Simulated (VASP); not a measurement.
# Y3AlN4 (P1) in VASP: relaxation of cell and atoms with PBE

Aim: the relaxation of cell and atoms of Y3AlN4 with PBE.

All numbers are computed with VASP 6.6.1; they aren't measurements. Logs are shortened: lines on timing, memory, paths and dates and some standing lists are left out, and cuts for length are marked.

## 1. The cell of the first run

The typed cell holds 8 atoms: a = 4.913 Å, b = 4.722 Å, c = 5.811 Å, α = 115.27°, β = 114.01°, γ = 89.63°.

## 2. Relaxation of cell and atoms, PBE

The input, INCAR:

```
SYSTEM = Y3AlN4
PREC     = Accurate       ! precision mode
ENCUT    = 600            ! plane-wave cutoff, eV
EDIFF    = 1E-6           ! SCF threshold, eV
ISMEAR   = 0              ! smearing method
SIGMA    = 0.1            ! smearing width, eV
LREAL    = .FALSE.        ! projectors in reciprocal space
LASPH    = .TRUE.         ! aspherical terms in the spheres
NELM     = 100            ! most SCF steps
ALGO     = Normal         ! electronic algorithm
ISIF     = 3              ! what is computed and relaxed
LWAVE    = .FALSE.        ! write WAVECAR
LCHARG   = .FALSE.        ! write CHGCAR
GGA      = PE             ! functional
IBRION   = 2              ! ionic algorithm
NSW      = 80             ! ionic steps
EDIFFG   = -0.025         ! ionic threshold
```

The input, KPOINTS:

```
Automatic mesh
0
G
  4 4 4
  0 0 0
```

The input, POSCAR:

```
Y3AlN4
1.0
    4.9122084007      0.0159132667      0.0558898054
    0.0159132667      4.7220084976     -0.0528425129
   -2.4100816868     -2.4199969118      4.7016378880
Y Al N
3 1 4
Direct
    0.2453937665      0.8104535604      0.5224159221
    0.7508536122      0.2453498930      0.5104758249
    0.5024103670      0.4590606079      1.0052499833
    0.0648428965      0.0401761710      0.0211805815
    0.9553975835      0.4969435881      0.9727360720
    0.4592331999      0.9748257554      0.9631565026
    0.2620151419      0.1847264868      0.4583373857
    0.7598534324      0.7884639374      0.5464477280
```

Potentials or basis: VASP PAW PBE potentials, release 64 (Y_sv, Al, N).

Launch:

```console
> cat potpaw_PBE.64/Y_sv/POTCAR potpaw_PBE.64/Al/POTCAR potpaw_PBE.64/N/POTCAR > POTCAR
> mpirun -np 1 vasp_std > vasp.out
```

OUTCAR:

```text
SYSTEM = Y3AlN4
   PREC = Accurate
   ENCUT = 600
   EDIFF = 1E-6
   ISMEAR = 0
   LREAL = .FALSE.
   LASPH = .TRUE.
   NELM = 100
   ISIF = 3
   GGA = PE
   IBRION = 2
   NSW = 80
   EDIFFG = -0.025

 ion  position               nearest neighbor table
   1  0.245  0.810  0.522-   7 1.96   6 2.10   8 2.45   8 2.48   5 2.59   7 2.82   3 2.95   4 3.12
                             2 3.17   2 3.27   4 3.32   4 3.38   3 3.46   3 3.49   2 3.58   2 3.63
   2  0.751  0.245  0.510-   5 2.18   8 2.25   7 2.30   8 2.48   6 2.58   7 2.65   1 3.17   4 3.21
                             1 3.27   3 3.28   4 3.29   3 3.34   3 3.43   3 3.44   4 3.48   4 3.55
   3  0.502  0.459  0.005-   6 2.20   5 2.32   6 2.55   8 2.55   7 2.57   5 2.63   1 2.95   4 2.99
                             2 3.28   2 3.34   4 3.38   2 3.43   2 3.44   1 3.46   4 3.47   1 3.49
   4  0.065  0.040  0.021-   7 2.09   6 2.10   8 2.26   5 2.32   5 2.50   3 2.99   1 3.12   2 3.21
                             2 3.29   1 3.32   1 3.38   3 3.38   3 3.47   2 3.48   2 3.55   1 3.70
   5  0.955  0.497  0.973-   2 2.18   3 2.32   4 2.32   4 2.50   1 2.59   3 2.63
   6  0.459  0.975  0.963-   1 2.10   4 2.10   3 2.20   3 2.55   2 2.58
   7  0.262  0.185  0.458-   1 1.96   4 2.09   2 2.30   3 2.57   2 2.65   1 2.82
   8  0.760  0.788  0.546-   2 2.25   4 2.26   1 2.45   1 2.48   2 2.48   3 2.55

  LATTYP: Found a triclinic cell.
 ALAT       =     8.8102906216
 B/A-ratio  =     0.5360017252
 C/A-ratio  =     0.5575925160
 COS(alpha) =     0.0064813341
 COS(beta)  =     0.2961882084
 COS(gamma) =     0.7940643562

  Lattice vectors:

 A1 = (  -2.5339532473,  -7.0399333501,  -4.6518426676)
 A2 = (  -0.0159132667,  -4.7220084976,   0.0528425129)
 A3 = (  -4.9122084007,  -0.0159132667,  -0.0558898054)

Analysis of symmetry for initial positions (statically):
=====================================================================
 Subroutine PRICEL returns:
 Original cell was already a primitive cell.

 Routine SETGRP: Setting up the symmetry group for a
 triclinic supercell.

 Subroutine GETGRP returns: Found  1 space group operations
 (whereof  1 operations were pure point group operations)
 out of a pool of  2 trial point group operations.

The static configuration has the point symmetry C_1 .

Analysis of symmetry for dynamics (positions and initial velocities):
=====================================================================
 Subroutine PRICEL returns:
 Original cell was already a primitive cell.

 Routine SETGRP: Setting up the symmetry group for a
 triclinic supercell.

 Subroutine GETGRP returns: Found  1 space group operations
[... 140 lines left out ...]
   GGA     = PE    functional components
   LHFCALC =     F    Hartree Fock is set to
   AEXX    =    0.0000 exact exchange contribution
   IVDW    =     0    specifies the selected vdW correction
   LEPSILON=     F    determine dielectric tensor
   LRPA    =     F    only Hartree local field effects (RPA)
 conjugate gradient relaxation of ions
 non-spin polarized calculation
 Gauss-broadening in eV      SIGMA  =   0.10
  energy-cutoff  :      600.00
  volume of cell :      109.06
 maximum number of plane-waves:      3664
   NGX = 19   NGY = 19   NGZ = 23

--------------------------------------- Ionic step        1  -------------------------------------------

 number of electron      56.0000000 magnetization

 Free energy of the ion-electron system (eV)
  ---------------------------------------------------
  ext. energy  EPLUGINS =         0.00000000
  ---------------------------------------------------
  free energy    TOTEN  =       -65.06364796 eV

  energy without entropy =      -65.06364796  energy(sigma->0) =      -65.06364796

------------------------ aborting loop because EDIFF is reached ----------------------------------------

  FORCE on cell =-STRESS in cart. coord.  units (eV):
  Direction    XX          YY          ZZ          XY          YZ          ZX
  --------------------------------------------------------------------------------------
  -------------------------------------------------------------------------------------
  Total        0.1490277     11.9789290      4.8730056      1.9675771      2.4892508     -1.0991481
  in kB        2.1892664    175.9744838     71.5860857     28.9043677     36.5679296    -16.1468536
  external PRESSURE =      83.2499453 kB  Pullay stress =       0.0000000 kB
[... 107 lines left out ...]
  FREE ENERGIE OF THE ION-ELECTRON SYSTEM (eV)
  ---------------------------------------------------
  free  energy   TOTEN  =       -66.8325987085 eV

  energy  without entropy=      -66.8325987085  energy(sigma->0) =      -66.83259871

[... ionic steps 4 to 21 ...]

--------------------------------------- Ionic step       22  -------------------------------------------

 number of electron      56.0000001 magnetization

------------------------ aborting loop because EDIFF is reached ----------------------------------------
[... 79 lines left out ...]
--------------------------------------- Ionic step       24  -------------------------------------------

 number of electron      56.0000001 magnetization

 Free energy of the ion-electron system (eV)
  ---------------------------------------------------
  ext. energy  EPLUGINS =         0.00000000
  ---------------------------------------------------
  free energy    TOTEN  =       -67.78256958 eV

  energy without entropy =      -67.78256958  energy(sigma->0) =      -67.78256958

 E-fermi :   4.9374     XC(G=0): -11.0901

 val. band max:        4.4674839724   @ k =   0.0000   0.0000   0.0000
 cond. band min:       5.4412001375   @ k =  -0.0000   0.0000   0.5000
 fundamental gap:      0.9737161651
 Fermi energy:         4.9374023578

 k-point     1 :       0.0000    0.0000    0.0000
  band No.  band energies     occupation
      1     -36.5562      2.00000
      2     -36.0314      2.00000
      3     -35.9685      2.00000
      4     -16.8867      2.00000
      5     -16.7167      2.00000
      6     -16.6808      2.00000
[... 853 lines left out ...]
     32       8.7846      0.00000
     33       8.9508      0.00000

 [... further k-points ...]

------------------------ aborting loop because EDIFF is reached ----------------------------------------

  FORCE on cell =-STRESS in cart. coord.  units (eV):
  Direction    XX          YY          ZZ          XY          YZ          ZX
  --------------------------------------------------------------------------------------
  -------------------------------------------------------------------------------------
  Total       -0.0227348      0.0042784     -0.0222491      0.0048357      0.0177859     -0.0133837
  in kB       -0.3289453      0.0619032     -0.3219177      0.0699669      0.2573406     -0.1936463
  external PRESSURE =      -0.1963199 kB  Pullay stress =       0.0000000 kB
[... 23 lines left out ...]
  FREE ENERGIE OF THE ION-ELECTRON SYSTEM (eV)
  ---------------------------------------------------
  free  energy   TOTEN  =       -67.7825695782 eV

  energy  without entropy=      -67.7825695782  energy(sigma->0) =      -67.78256958

 reached required accuracy - stopping structural energy minimisation
```

OSZICAR:

```text
N       E                     dE             d eps       ncg     rms          rms(c)
DAV:   1     0.382727118614E+03    0.38273E+03   -0.31538E+04  2376   0.186E+03
DAV:   2    -0.442890825562E+02   -0.42702E+03   -0.41901E+03  3130   0.429E+02
DAV:   3    -0.765065241465E+02   -0.32217E+02   -0.32111E+02  3408   0.102E+02
[... 234 lines left out ...]
DAV:   1    -0.677824245539E+02   -0.37757E-06   -0.85968E-02  2376   0.179E+00    0.142E-01
DAV:   2    -0.677826082292E+02   -0.18368E-03   -0.25760E-03  3184   0.281E-01    0.940E-02
DAV:   3    -0.677825741841E+02    0.34045E-04   -0.12863E-04  2940   0.707E-02    0.411E-02
DAV:   4    -0.677825697555E+02    0.44286E-05   -0.43396E-05  3140   0.387E-02    0.140E-02
DAV:   5    -0.677825695782E+02    0.17735E-06   -0.73977E-06  2846   0.161E-02
  24 F= -.67782570E+02 E0= -.67782570E+02  d E =-.145371E-03
```

Wall time 62 min (1 thread of Oxide Virtual Turin-like, shared host); peak memory 0.36 GiB.

What came out:

| Quantity | Value |
| --- | --- |
| Free energy | -67.7826 eV |
| Relaxed volume | 13.84 Å³/atom |
| Relaxed cell | a = 4.928 Å, b = 4.926 Å, c = 5.743 Å, α = 115.49°, β = 115.48°, γ = 89.82° |
| Space group after relaxing (to 0.1 Å) | Fmm2 (No. 42) |
| Energy gained by relaxing | 339.9 meV/atom |
| Ionic steps | 24 |
| Pressure after relaxing | 0.0 GPa |
| Largest force after relaxing | 0.014 eV/Å |
| Band gap on the k mesh | 0.97 eV (least direct gap 1.30 eV) |

Forces on the atoms (eV/Å):
```
Y    0.000 -0.003  0.001
Y   -0.003  0.000  0.000
Y   -0.003  0.004  0.001
Al   0.011  0.003 -0.003
N    0.008  0.004 -0.011
N    0.005 -0.006  0.004
N   -0.005 -0.001  0.005
N   -0.013 -0.001  0.002
```

The path:
```tsv
step	energy change (eV)	largest force (eV/Å)	pressure (GPa)	volume (Å³)
1	0.0000	7.2170	8.32	109.06
2	-1.5424	1.2224	-12.10	120.44
3	-1.7690	1.3356	-8.42	116.32
4	-2.2539	0.9113	4.73	106.47
5	-2.2594	0.9246	3.29	107.31
6	-2.4344	0.5250	1.08	108.52
7	-2.4515	0.5421	0.31	109.03
8	-2.5099	0.5593	-0.54	109.68
9	-2.5489	0.7533	-1.63	110.79
10	-2.5821	0.7452	-1.00	110.49
11	-2.6402	0.6329	1.22	109.60
12	-2.6748	0.4396	0.45	110.21
13	-2.6881	0.3464	-0.28	110.90
14	-2.7016	0.2419	-0.13	110.86
15	-2.7109	0.1560	0.16	110.80
16	-2.7148	0.0902	-0.14	110.96
17	-2.7163	0.0634	-0.44	111.13
18	-2.7177	0.0527	0.18	110.67
19	-2.7177	0.0542	0.22	110.63
20	-2.7184	0.0407	0.02	110.72
21	-2.7185	0.0435	-0.02	110.74
22	-2.7187	0.0344	0.00	110.73
23	-2.7188	0.0308	0.02	110.71
24	-2.7189	0.0144	-0.02	110.73
```

Final structure:
```yaml
crystal:
  lattice:
    - [4.92776, 0.00823, 0.00092]
    - [0.00721, 4.92586, -0.00047]
    - [-2.46765, -2.46721, 4.56168]
  atoms:
    - { symbol: Y, position: [0.26147, 0.76136, 0.50002] }
    - { symbol: Y, position: [0.76157, 0.26130, 0.50003] }
    - { symbol: Y, position: [0.50999, 0.50964, 0.00006] }
    - { symbol: Al, position: [0.05535, 0.05548, 0.00039] }
    - { symbol: N, position: [0.98478, 0.43809, 0.00013] }
    - { symbol: N, position: [0.43787, 0.98561, 0.99994] }
    - { symbol: N, position: [0.22763, 0.22749, 0.46619] }
    - { symbol: N, position: [0.76134, 0.76103, 0.53323] }
```

Levels at points of the mesh, in eV from the valence-band top:
```tsv
k point	band 25	band 26	band 27	band 28	band 29	band 30	band 31	band 32
(0.00, 0.00, 0.00)	-0.69	-0.12	-0.04	0.00	1.52	2.32	3.24	3.48
(0.50, 0.00, 0.00)	-1.21	-0.94	-0.75	-0.46	2.42	3.66	4.04	4.46
(0.00, 0.50, 0.00)	-1.22	-0.94	-0.75	-0.46	2.42	3.66	4.03	4.47
(0.50, 0.50, 0.00)	-1.74	-1.28	-1.07	-0.83	3.93	4.41	4.42	4.89
(0.00, 0.00, 0.50)	-0.52	-0.51	-0.33	-0.33	0.97	1.72	2.14	2.76
(0.50, 0.00, 0.50)	-1.21	-0.94	-0.75	-0.46	2.42	3.66	4.04	4.47
(0.00, 0.50, 0.50)	-1.22	-0.94	-0.75	-0.45	2.42	3.66	4.03	4.47
(0.50, 0.50, 0.50)	-1.93	-1.44	-0.93	-0.52	4.24	4.27	4.43	4.74
```

A k mesh can miss the band edges.
